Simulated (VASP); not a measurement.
A run of VASP 6.6.1:

File INCAR:

```
PREC     = Accurate       # precision mode
ENCUT    = 600            # plane-wave cutoff, eV
EDIFF    = 1E-6           # SCF threshold, eV
ISMEAR   = -1             # smearing method
SIGMA    = 0.02           # smearing width, eV
LREAL    = False          # projectors in reciprocal space
LASPH    = True           # aspherical terms in the spheres
NELM     = 100            # most SCF steps
ALGO     = Normal         # electronic algorithm
ISIF     = 3              # what is computed and relaxed
LWAVE    = False          # write WAVECAR
LCHARG   = False          # write CHGCAR
GGA      = PE             # functional
IBRION   = 2              # ionic algorithm
NSW      = 80             # ionic steps
EDIFFG   = -0.005         # ionic threshold
```

Contents of KPOINTS:

```
Automatic mesh
0
Gamma
  6 6 2
```

POSCAR

```
SnGe2
1.0
    4.1260293890      0.0000000000      0.0000000000
   -2.0630146945      3.5732462676      0.0000000000
    0.0000000000      0.0000000000     10.1066666667
Ge Sn
4 2
Direct
    0.6666666667      0.3333333333      0.5416666667
    0.3333333333      0.6666666667      0.2083333333
    0.3333333333      0.6666666667      0.4583333333
    0.6666666667      0.3333333333      0.7916666667
    0.0000000000      0.0000000000      0.8750000000
    0.0000000000      0.0000000000      0.1250000000
```

Potentials or basis: VASP PAW PBE potentials, release 64 (Ge_d, Sn_d).

Command:

```bash
$ cat potpaw_PBE.64/Ge_d/POTCAR potpaw_PBE.64/Sn_d/POTCAR > POTCAR
$ mpirun -np 1 vasp_std > vasp.out
```

Hardware: 1 thread of Intel(R) Xeon(R) 6975P-C (Granite Rapids) (shared host).

How long does it take, and how much memory?

It took 12 min on 1 thread of Intel(R) Xeon(R) 6975P-C (Granite Rapids), on a shared host, peak memory 0.39 GiB. Counts: scf iterations 146, k points 14, ion steps 23.
